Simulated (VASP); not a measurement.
Input of a VASP 6.6.1 run:

The input INCAR:

```
ALGO = Normal
EDIFF = 1E-7
ENCUT = 520
GGA = PS
ISIF = 2
ISMEAR = 0
LASPH = True
LCHARG = False
LREAL = False
LWAVE = False
NBANDS = 41
NELM = 100
PREC = Accurate
SIGMA = 0.05
```

File KPOINTS:

```
k-points
0
Gamma
  6 6 6
```

File POSCAR:

```
AlGa3N4
1.0
    4.4675774128      0.0000000000      0.0000000000
    0.0000000000      4.4675774128      0.0000000000
    0.0000000000      0.0000000000      4.4675774128
Al Ga N
1 3 4
Direct
   -0.0000012765     -0.0000044047      0.0055585447
    0.4999996212      0.4999986928      0.0035652103
    0.4999996212     -0.0000028251      0.5016495886
   -0.0000008187      0.4999986928      0.5016495886
    0.7498335349      0.7498427815      0.2337398184
    0.7602644323      0.2397523606      0.7438302393
    0.2397489796      0.7602678134      0.7438243737
    0.2501633588      0.2501726055      0.2337291658
```

Potentials or basis: VASP PAW PBE potentials, release 64 (Al, Ga_d, N).

Run with:

```bash
$ cat potpaw_PBE.64/Al/POTCAR potpaw_PBE.64/Ga_d/POTCAR potpaw_PBE.64/N/POTCAR > POTCAR
$ mpirun -np 1 vasp_std > vasp.out
```

Task: Predict the largest force.

Result: 1.266 eV/Å.

Task: Predict the pressure.

Result: 0.4 GPa.

Task: Predict the band gap on the k mesh.

Result: 2.15 eV, direct.

Stress tensor (GPa, compression positive):
```
 0.57  3.74  0.00
 3.74  0.57  0.00
 0.00  0.00 -0.08
```

Caveat: the cell differs from its parent crystal (mode 4 frozen in at +0.000 Å and mode 15 at -0.060 Å (largest displacements)); the PAW data sets were made with another functional, which shifts forces and pressure a little.
